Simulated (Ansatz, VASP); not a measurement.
# Se2O: VASP beside Ansatz

```
CELL_PARAMETERS angstrom
1.80824 1.04399 5.46136
-1.80824 1.04399 5.46136
0.00000 -2.08798 5.46136
ATOMIC_POSITIONS crystal
Se 0.75000 0.75000 0.75000
Se 0.25000 0.25000 0.25000
O 0.00000 0.00000 0.00000
```

Alike in both runs: task relaxation of cell and atoms; functional PBE; k mesh 6 × 6 × 6; occupations gaussian, width 0.1 eV; no spin polarisation.

|  | VASP | Ansatz |
| --- | --- | --- |
| version | VASP 6.6.1 | Ansatz 0.2.0 |
| potentials or method | VASP PAW PBE potentials, release 64 (Se, O), cutoff 600 eV | scalar-relativistic, plane waves, PAW |
| valence electrons in the cell | 18 | 38 |

|  | VASP | Ansatz | Ansatz less VASP |
| --- | --- | --- | --- |
| gap on the k mesh at the Fermi level, each at its own relaxed structure (eV) | none | none | - |
| relaxed volume (Å³/atom) | 16.40 | 16.42 | +0.019 |
| relaxed cell length with the largest relative difference (Å) | 5.198 | 5.202 | +0.0040 |

A gap of «none» marks a metal or a gap that the smearing closes. VASP's potentials hold 18 valence electrons a cell and Ansatz's 38, so a difference there can come from the potentials and not from the codes.

Noted on VASP's run: the volume moved by over 15 % at a fixed basis, so the end points are rough.
